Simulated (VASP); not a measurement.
# HfO2 (P1) in VASP: single point with revPBE+D3(BJ)

Aim: the single point of HfO2 with revPBE+D3(BJ).

Program: VASP 6.6.1. These are calculated values, not measurements. Logs are shortened: lines on timing, memory, paths and dates and some standing lists are left out, and cuts for length are marked.

**1. The cell of the first run**

The typed cell holds 3 atoms: a = 3.617 Å, b = 3.617 Å, c = 3.617 Å, α = 60.00°, β = 60.00°, γ = 60.00°.

**2. Single point, revPBE+D3(BJ) (atoms moved at random)**

File INCAR:

```
ALGO = Normal ; EDIFF = 1E-7
ENCUT = 520 ; GGA = RE
ISIF = 2 ; ISMEAR = 0
IVDW = 12 ; LASPH = T
LCHARG = T ; LELF = T
LREAL = F ; LVHAR = T
LWAVE = F ; NBANDS = 18
NELM = 100 ; PREC = Accurate
SIGMA = 0.025
```

File KPOINTS:

```
k-points
0
Gamma
  7 7 7
```

File POSCAR:

```
HfO2
1.0
    0.0000000000      2.5575000000      2.5575000000
    2.5575000000      0.0000000000      2.5575000000
    2.5575000000      2.5575000000      0.0000000000
Hf O
1 2
Direct
    0.0290510000     -0.0273650000      0.0178410000
    0.6925370000      0.7718010000      0.7637510000
    0.2338490000      0.2867100000      0.2704590000
```

Potentials or basis: VASP PAW PBE potentials, release 64 (Hf_pv, O).

Run with:

```console
> cat potpaw_PBE.64/Hf_pv/POTCAR potpaw_PBE.64/O/POTCAR > POTCAR
> mpirun -np 1 vasp_std > vasp.out
```

OUTCAR:

```text
EDIFF = 1E-7
   ENCUT = 520
   GGA = RE
   ISIF = 2
   ISMEAR = 0
   IVDW = 12
   LASPH = T
   LREAL = F
   NELM = 100
   PREC = Accurate
 IVDW          = 12

 ion  position               nearest neighbor table
   1  0.029  0.973  0.018-   2 1.96   3 2.03   3 2.22   2 2.22   3 2.29   2 2.35   3 2.35   2 2.37

   2  0.693  0.772  0.764-   1 1.96   1 2.22   1 2.35   1 2.37
   3  0.234  0.287  0.270-   1 2.03   1 2.22   1 2.29   1 2.35

  LATTYP: Found a face centered cubic cell.
 ALAT       =     5.1150000000

  Lattice vectors:

 A1 = (   0.0000000000,   2.5575000000,   2.5575000000)
 A2 = (   2.5575000000,   0.0000000000,   2.5575000000)
 A3 = (   2.5575000000,   2.5575000000,   0.0000000000)

Analysis of symmetry for initial positions (statically):
=====================================================================
 Subroutine PRICEL returns:
 Original cell was already a primitive cell.

 Routine SETGRP: Setting up the symmetry group for a
 face centered cubic supercell.

 Subroutine GETGRP returns: Found  1 space group operations
 (whereof  1 operations were pure point group operations)
 out of a pool of 48 trial point group operations.

The static configuration has the point symmetry C_1 .

Analysis of symmetry for dynamics (positions and initial velocities):
=====================================================================
 Subroutine PRICEL returns:
 Original cell was already a primitive cell.

 Routine SETGRP: Setting up the symmetry group for a
 face centered cubic supercell.

 Subroutine GETGRP returns: Found  1 space group operations
 (whereof  1 operations were pure point group operations)
 out of a pool of 48 trial point group operations.

The dynamic configuration has the point symmetry C_1 .

 Subroutine INISYM returns: Found  1 space group operations
 (whereof  1 operations are pure point group operations),
 and found     1 'primitive' translations

----------------------------------------------------------------------------------------

                                     Primitive cell

[... 84 lines left out ...]
   ISTART =      0    job   : 0-new  1-cont  2-samecut
   ICHARG =      2    charge: 1-file 2-atom 10-const
   ISPIN  =      1    spin polarized calculation?
   LNONCOLLINEAR =      F non collinear calculations
   LSORBIT =      F    spin-orbit coupling
   LASPH  =      T    aspherical Exc in radial PAW
   ENCUT  =  520.0 eV  38.22 Ry    6.18 a.u.   6.72  6.72  6.72*2*pi/ulx,y,z
   NELM   =    100;   NELMIN=  2; NELMDL= -5     # of ELM steps
   EDIFF  = 0.1E-06   stopping-criterion for ELM
   LREAL  =      F    real-space projection
   EDIFFG = 0.1E-05   stopping-criterion for IOM
   NSW    =      0    number of steps for IOM
   IBRION =     -1    ionic relax: 0-MD 1-quasi-New 2-CG
   NFREE  =      0    steps in history (QN), initial steepest desc. (CG)
   ISIF   =      2    stress and relaxation
   ISYM   =      2    0-nonsym 1-usesym 2-fastsym
   POTIM  = 0.5000    time-step for ionic-motion
   TEBEG  =    0.0;   TEEND  =   0.0 temperature during run
   PSTRESS=    0.0 pullay stress
   NELECT =      22.0000    total number of electrons
   NUPDOWN=      -1.0000    fix difference up-down
   EMIN   =  10.00;   EMAX   =-10.00  energy-range for DOS
   EFERMI =   0.00;   METHOD = LEGACY
   ISMEAR =     0;   SIGMA  =   0.03  broadening in eV -4-tet -1-fermi 0-gaus
   EFERMI_NEDOS =   21; number of points for ismear=-14 and -15
   IALGO  =     38    algorithm
   IMIX   =      4    mixing-type and parameters
     AMIX     =   0.40;   BMIX     =  1.00
     AMIX_MAG =   1.60;   BMIX_MAG =  1.00
  volume/ion in A,a.u.               =      11.15        75.26
  Fermi-wavevector in a.u.,A,eV,Ry     =   1.423607  2.690227 27.574337  2.026657
  Thomas-Fermi vector in A             =   2.544186
   LORBIT       =      0    0 simple, 1 ext, 2 COOP (PROOUT), +10 PAW based schemes
   GGA     = RE    functional components
   LHFCALC =     F    Hartree Fock is set to
   AEXX    =    0.0000 exact exchange contribution
   IVDW    =    12    specifies the selected vdW correction
   LEPSILON=     F    determine dielectric tensor
   LRPA    =     F    only Hartree local field effects (RPA)
 non-spin polarized calculation
 Gauss-broadening in eV      SIGMA  =   0.03
  energy-cutoff  :      520.00
  volume of cell :       33.46
 maximum number of plane-waves:       914
   NGX = 13   NGY = 13   NGZ = 13

 number of electron      21.9999996 magnetization

 Free energy of the ion-electron system (eV)
  ---------------------------------------------------
  ext. energy  EPLUGINS =         0.00000000
  ---------------------------------------------------
  free energy    TOTEN  =       -28.70863575 eV

  energy without entropy =      -28.70863575  energy(sigma->0) =      -28.70863575

 E-fermi :   4.3353     XC(G=0): -11.5226

 val. band max:        4.2001724885   @ k =  -0.4286   0.4286   0.0000
 cond. band min:       8.1283876873   @ k =   0.2857   0.2857  -0.2857
 fundamental gap:      3.9282151988
 Fermi energy:         4.3352876653

 k-point     1 :       0.0000    0.0000    0.0000
  band No.  band energies     occupation
      1     -25.6325      2.00000
      2     -25.6091      2.00000
      3     -25.5636      2.00000
      4     -14.5038      2.00000
      5     -11.7655      2.00000
      6      -1.1200      2.00000
[... 481 lines left out ...]
      5     -12.1738      2.00000
      6      -0.8802      2.00000
[... 10 lines left out ...]
     17      14.5794      0.00000
     18      17.2166      0.00000

 [... further k-points ...]

------------------------ aborting loop because EDIFF is reached ----------------------------------------

 Edisp (eV)   -1.31036

 E8    (eV) :    -0.9025

  FORCE on cell =-STRESS in cart. coord.  units (eV):
  Direction    XX          YY          ZZ          XY          YZ          ZX
  --------------------------------------------------------------------------------------
  -------------------------------------------------------------------------------------
  Total      -0.27881    -0.08435     0.10966    -1.85302    -0.05257    -0.96436
  in kB     -13.35186    -4.03936     5.25151   -88.73886    -2.51732   -46.18181
  external pressure =       -4.05 kB  Pullay stress =        0.00 kB

 VOLUME and BASIS-vectors are now :
 -----------------------------------------------------------------------------
  energy-cutoff  :      520.00
  volume of cell :       33.46
      direct lattice vectors                 reciprocal lattice vectors
     0.000000000  2.557500000  2.557500000    -0.195503421  0.195503421  0.195503421
     2.557500000  0.000000000  2.557500000     0.195503421 -0.195503421  0.195503421
     2.557500000  2.557500000  0.000000000     0.195503421  0.195503421 -0.195503421

 POSITION                                       TOTAL-FORCE (eV/Angst)
 -----------------------------------------------------------------------------------
      2.53314      0.11993      2.56181         1.567029     -1.537165     -0.410912
      3.92717      3.72446      3.74504        -0.613976      1.894756      2.094957
      1.42496      1.28977      1.33133        -0.953054     -0.357591     -1.684045
 -----------------------------------------------------------------------------------
    total drift:                                0.000115     -0.000145      0.000153

  FREE ENERGIE OF THE ION-ELECTRON SYSTEM (eV)
  ---------------------------------------------------
  free  energy   TOTEN  =       -30.0189935369 eV

  energy  without entropy=      -30.0189935369  energy(sigma->0) =      -30.01899354
```

stdout:

```text
POSCAR found type information on POSCAR HfO
 POSCAR found :  2 types and       3 ions
 scaLAPACK will be used
 -----------------------------------------------------------------------------
|                                                                             |
|                                                                             |
|     You enforced a specific xc type in the INCAR file but a different       |
|     I HOPE YOU KNOW WHAT YOU ARE DOING!                                     |
|                                                                             |
 -----------------------------------------------------------------------------

 LDA part: xc-table for (Slater+PW92), standard interpolation
 POSCAR, INCAR and KPOINTS ok, starting setup
 FFT: planning ... GRIDC
 FFT: planning ... GRID_SOFT
 FFT: planning ... GRID
 WAVECAR not read
 entering main loop
```

Run time: 93 s. Hardware: 1 thread of AMD EPYC 7R13 (Zen 3), shared host; peak memory 0.21 GiB.

What came out:

```yaml
Free_energy: -30.0190 eV
Pressure: -0.4 GPa
Largest_force: 2.891 eV/Å
Band_gap_on_the_k_mesh: 3.93 eV, indirect (least direct gap 4.00 eV)
Dispersion_energy_per_atom: -0.437 eV
```

Forces in eV/Å, atoms in the order of the input:
```
Hf   1.567 -1.537 -0.411
O   -0.614  1.895  2.095
O   -0.953 -0.358 -1.684
```

Caveat: the cell differs from its parent crystal (atoms moved at random); the PAW data sets were made with another functional, which shifts forces and pressure a little; spin-orbit coupling is left out, which moves the levels of the heavy elements.
